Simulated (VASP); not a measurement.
SnTe:

```
Te Sn
1.0
     3.98128    0.00000    0.00000
     0.00000    3.98128    0.00000
     0.00000    0.00000    3.98128
Te Sn
1 1
Direct
  0.50000 0.50000 0.50000
  0.00000 0.00000 0.00000
```

This cell differs from its parent crystal: volume scaled by 1.06.

Base run:

```yaml
Program: VASP 6.6.1
Functional: PBE
Potentials_or_basis: VASP PAW PBE potentials, release 64 (Te, Sn_d)
Cutoff: 520 eV
k_mesh: 7 × 7 × 7
Occupations: fermi-dirac, width 0.05 eV
Spin: no spin polarisation
```

Its results: band gap on the k mesh zero (band 10 reaches 6.55 eV, above the bottom of band 11 at 5.64 eV); pressure -2.6 GPa.

**Question.** The run is repeated on the same cell with these changes: functional from PBE to PBEsol. What comes out?

**Answer.** Band gap on the k mesh zero (band 10 reaches 6.41 eV, above the bottom of band 11 at 5.47 eV); pressure -5.1 GPa.

PBEsol binds more tightly than PBE, so the same cell stands under less pressure.

Caveats: spin-orbit coupling is left out, which moves the levels of the heavy elements; the PAW data sets were made with another functional, which shifts forces and pressure a little (some runs).
